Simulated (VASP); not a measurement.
**MgCd3O2: relaxation of cell and atoms with PBE**

MgCd3O2:

```
Mg Cd O
1.0
     3.30000    0.00000    0.00000
    -1.65000    2.85788    0.00000
     0.00000    0.00000   10.80000
Mg Cd O
1 3 2
Direct
  0.00000 0.00000 0.00000
  0.66667 0.33333 0.22500
  0.33333 0.66667 0.77500
  0.00000 0.00000 0.50000
  0.33333 0.66667 0.10600
  0.66667 0.33333 0.89400
```

```
Program                : VASP 6.6.1
Task                   : relaxation of cell and atoms
Functional             : PBE
Potentials or basis    : VASP PAW PBE potentials, release 64 (Mg, Cd, O)
Cutoff                 : 600 eV
k mesh                 : 6 × 6 × 2
Occupations            : gaussian, width 0.2 eV
Spin                   : no spin polarisation
Dipole correction      : no
Further INCAR settings : ALGO = Normal; EDIFF = 1e-06; IBRION = 2; EDIFFG = -0.08; NSW = 36; ISIF = 3
```

| Item | Value |
| --- | --- |
| Relaxed volume | 15.21 Å³/atom |
| Relaxed cell | a = 3.219 Å, b = 3.219 Å, c = 10.168 Å, α = 90.00°, β = 90.00°, γ = 120.00° |
| Space group after relaxing (to 0.05 Å) | P-3m1 (No. 164) |
| Energy gained by relaxing | 125.0 meV/atom |
| Ionic steps | 17 |
| Pressure after relaxing | -0.1 GPa |
| Largest force after relaxing | 0.026 eV/Å |
| Band gap on the k mesh | zero (band 25 reaches 3.36 eV, above the bottom of band 26 at 2.66 eV) |

Forces on the atoms (eV/Å):
```
Mg   0.000  0.000  0.000
Cd   0.000  0.000  0.017
Cd   0.000  0.000 -0.017
Cd   0.000  0.000  0.000
O    0.000  0.000  0.026
O    0.000  0.000 -0.026
```

Stress tensor (GPa, compression positive):
```
-0.01  0.00  0.00
 0.00 -0.01  0.00
 0.00  0.00 -0.22
```

The path:
| step | energy change (eV) | largest force (eV/Å) | pressure (GPa) | volume (Å³) |
| --- | --- | --- | --- | --- |
| 1 | 0.0000 | 1.9234 | 0.02 | 101.85 |
| 2 | -0.3789 | 0.7067 | -3.18 | 101.87 |
| 3 | -0.4185 | 0.4377 | -4.12 | 101.86 |
| 4 | -0.5497 | 0.6260 | -0.08 | 95.04 |
| 5 | -0.5514 | 0.6532 | 0.53 | 94.23 |
| 6 | -0.5934 | 0.2898 | 0.49 | 93.83 |
| 7 | -0.6109 | 0.3201 | 0.54 | 93.36 |
| 8 | -0.6361 | 0.1633 | -0.80 | 94.11 |
| 9 | -0.6519 | 0.0757 | -2.57 | 95.25 |
| 10 | -0.6616 | 0.0874 | -2.51 | 95.04 |
| 11 | -0.6884 | 0.0921 | -2.38 | 94.39 |
| 12 | -0.7341 | 0.1612 | -1.93 | 93.04 |
| 13 | -0.5848 | 0.8727 | 0.93 | 90.10 |
| 14 | -0.7390 | 0.1683 | -1.67 | 92.75 |
| 15 | -0.7394 | 0.2008 | -1.57 | 92.61 |
| 16 | -0.7477 | 0.0950 | -0.77 | 91.86 |
| 17 | -0.7498 | 0.0264 | -0.08 | 91.24 |

Final structure:
```xyz
6
Lattice="3.2189 0.0000 0.0000 -1.6095 2.7877 0.0000 0.0000 0.0000 10.1678" Properties=species:S:1:pos:R:3 pbc="T T T"
Mg    0.0000    0.0000    0.0000
Cd    1.6095    0.9292    2.6684
Cd    0.0000    1.8585    7.4994
Cd    0.0000    0.0000    5.0839
O     0.0000    1.8585    1.1303
O     1.6095    0.9292    9.0376
```

Levels at points of the mesh, in eV from the Fermi level:
```csv
k point,band 21,band 22,band 23,band 24,band 25,band 26,band 27,band 28,band 29,band 30
"(0.00, 0.00, 0.00)",-2.48,-2.48,-2.20,-2.07,-2.07,-0.68,2.83,4.63,8.50,10.36
"(0.50, 0.00, 0.00)",-3.46,-3.04,-2.48,-1.97,-1.32,0.28,1.43,3.77,4.01,6.69
"(0.00, 0.00, 0.50)",-3.68,-2.48,-2.48,-2.07,-2.07,0.76,1.51,5.32,7.87,11.71
"(0.50, 0.00, 0.50)",-3.45,-3.03,-2.49,-2.07,-1.58,0.70,1.42,3.71,3.80,6.94
```

It took 7.1 min on 1 thread of Intel(R) Xeon(R) Platinum 8488C (Sapphire Rapids), with other jobs on the host, peak memory 0.28 GiB.

Caveat: the k points lie up to 0.38 Å⁻¹ apart in the final cell; the relaxation stopped at a loose force limit of 0.08 eV/Å, so its end isn't a converged minimum.
